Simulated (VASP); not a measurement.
A run of VASP 6.6.1 is set up as follows.

File INCAR:

```
SYSTEM = NiMoIrPdW
PREC     = Accurate       ! precision mode
ENCUT    = 520            ! plane-wave cutoff, eV
EDIFF    = 1E-6           ! SCF threshold, eV
ISMEAR   = -1             ! smearing method
SIGMA    = 0.05           ! smearing width, eV
LREAL    = .False.        ! projectors in reciprocal space
LASPH    = .True.         ! aspherical terms in the spheres
NELM     = 150            ! most SCF steps
ALGO     = Normal         ! electronic algorithm
ISIF     = 2              ! what is computed and relaxed
LWAVE    = .False.        ! write WAVECAR
LCHARG   = .False.        ! write CHGCAR
ISPIN    = 2              ! spin polarisation
MAGMOM   = 1 1 0 0.6 0    ! initial moments
LORBIT   = 11             ! projections on sites
LMAXMIX  = 4              ! l up to which the mixer works
GGA      = PE             ! functional
IVDW     = 13             ! dispersion correction
NBANDS   = 40             ! bands
```

KPOINTS

```
Automatic mesh
0
Gamma
  7 7 2
  0 0 0
```

POSCAR

```
NiMoIrPdW
1.0
    2.3316128552     -1.4174432634      0.0052472102
    2.3316128552      1.4174432634      0.0052472102
   -2.2113117164      0.0000000000     10.8634272952
Ni Mo Pd Ir W
1 1 1 1 1
Direct
    0.4969939698      0.4969939698      0.2958047985
    0.3127841612      0.3127841612      0.9111396081
    0.2499766721      0.2499766721      0.4908212914
    0.7468855914      0.7468855914      0.1075041619
    0.6933496054      0.6933496054      0.6947401402
```

Potentials or basis: VASP PAW PBE potentials, release 64 (Ni, Mo_sv, Pd, Ir, W_sv).

Launch:

```sh
$ cat potpaw_PBE.64/Ni/POTCAR potpaw_PBE.64/Mo_sv/POTCAR potpaw_PBE.64/Pd/POTCAR potpaw_PBE.64/Ir/POTCAR potpaw_PBE.64/W_sv/POTCAR > POTCAR
$ mpirun -np 1 vasp_std > vasp.out
```

Task: Estimate the net moment.

Result: 0.30 μB per cell.

Task: Predict the site moments.

Result: Ni +0.28; Mo -0.02; Pd +0.03; Ir +0.03; W -0.00 μB.

Task: What does it give for the largest force?

Result: 0.026 eV/Å.

Task: Estimate the pressure.

Result: 0.5 GPa.

Forces on the atoms (eV/Å):
```
Ni  -0.006  0.000  0.014
Mo  -0.001  0.000 -0.005
Pd   0.003  0.000 -0.025
Ir   0.004  0.000  0.011
W    0.001  0.000  0.004
```

Caveat: the k points lie up to 0.37 Å⁻¹ apart.
